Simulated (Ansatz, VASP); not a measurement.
Zr: VASP beside Ansatz

```
Zr
1.0
     3.23200    0.00000    0.00000
    -1.61600    2.79899    0.00000
     0.00000    0.00000    5.14700
Zr
2
Direct
  0.66667 0.33333 0.75000
  0.33333 0.66667 0.25000
```

Alike in both runs: task relaxation of cell and atoms; functional revPBE; dispersion D4; k mesh 9 × 9 × 5; occupations fermi-dirac, width 0.05 eV; no spin polarisation.

|  | VASP | Ansatz |
| --- | --- | --- |
| version | VASP 6.6.1 | Ansatz 0.2.0 |
| potentials or method | VASP PAW PBE potentials, release 64 (Zr_sv) | Ansatz PAW |
| plane-wave cutoff (eV) | 600 | 420 |
| valence electrons in the cell | 24 | 24 |

```csv
,VASP,Ansatz,Ansatz less VASP
"gap on the k mesh at the Fermi level, each at its own relaxed structure (eV)",none,none,-
relaxed volume (Å³/atom),23.30,23.30,-0.001
relaxed cell length with the largest relative difference (Å),5.177,5.177,+0.0005
```

VASP's potentials were made for PBE, not for revPBE. A gap of «none» marks a metal or a gap that the smearing closes.

Noted on Ansatz's run: the plane-wave basis is chosen anew once the cell has moved, so the energies of steps on either side of that aren't comparable.
